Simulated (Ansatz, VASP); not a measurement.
## Two plane-wave programs on CdW2

INCAR

```
PREC = Accurate
ENCUT = 600
EDIFF = 1E-6
ISMEAR = 0
SIGMA = 0.1
LREAL = F
LASPH = T
NELM = 80
ALGO = Fast
ISIF = 3
LWAVE = F
LCHARG = F
GGA = PE
IBRION = 2
NSW = 90
EDIFFG = -0.04
```

Contents of KPOINTS:

```
Automatic mesh
0
Gamma
  6 6 6
```

File POSCAR:

```
CdW2
1.0
   -1.7644700365      1.7644700365      4.3284655584
    1.7644700365     -1.7644700365      4.3284655584
    1.7644700365      1.7644700365     -4.3284655584
Cd W
1 2
Direct
    0.0000000000      0.0000000000      0.0000000000
    0.6650000000      0.6650000000      0.0000000000
    0.3350000000      0.3350000000      0.0000000000
```

Input for Ansatz:

```yaml
crystal:
  lattice:
    - [-1.7644700365, 1.7644700365, 4.3284655584]
    - [1.7644700365, -1.7644700365, 4.3284655584]
    - [1.7644700365, 1.7644700365, -4.3284655584]
  atoms:
    - { symbol: Cd, position: [0.0, 0.0, 0.0] }
    - { symbol: W, position: [0.665, 0.665, 0.0] }
    - { symbol: W, position: [0.335, 0.335, 0.0] }
basis:
  ecutwfc: 420
kpoints:
  mp_grid: { grid: [6, 6, 6] }
hamiltonian:
  xc: pbe
scf:
  occupations: { method: gaussian, width: 0.1 }
  lower_state_search: "off"
output:
  forces: true
  stress: true
  eigenvalues: true
relax:
  adjacent_minimum: "off"
  f_tol: 0.04
  max_steps: 70
  cell: { stress_tol: 0.4 }
```

Alike in both runs: task relaxation of cell and atoms; functional PBE; k mesh 6 × 6 × 6; occupations gaussian, width 0.1 eV; no spin polarisation.

```csv
,VASP,Ansatz
version,VASP 6.6.1,Ansatz 0.2.0
potentials or method,"VASP PAW PBE potentials, release 64 (Cd, W_sv), cutoff 600 eV","scalar-relativistic, plane waves, PAW"
valence electrons in the cell,40,48
```

|  | VASP | Ansatz | Ansatz less VASP |
| --- | --- | --- | --- |
| gap on the k mesh at the Fermi level, each at its own relaxed structure (eV) | none | none | - |
| relaxed volume (Å³/atom) | 17.84 | 17.76 | -0.078 |
| relaxed length of the cell vector where the two differ most in proportion (Å) | 5.347 | 5.331 | -0.0157 |

A gap of «none» marks a metal or a gap that the smearing closes. VASP's potentials hold 40 valence electrons a cell and Ansatz's 48, so a difference there can come from the potentials and not from the codes.

The k mesh is coarse, so the values compare programs but aren't converged. Spin-orbit coupling is off throughout.
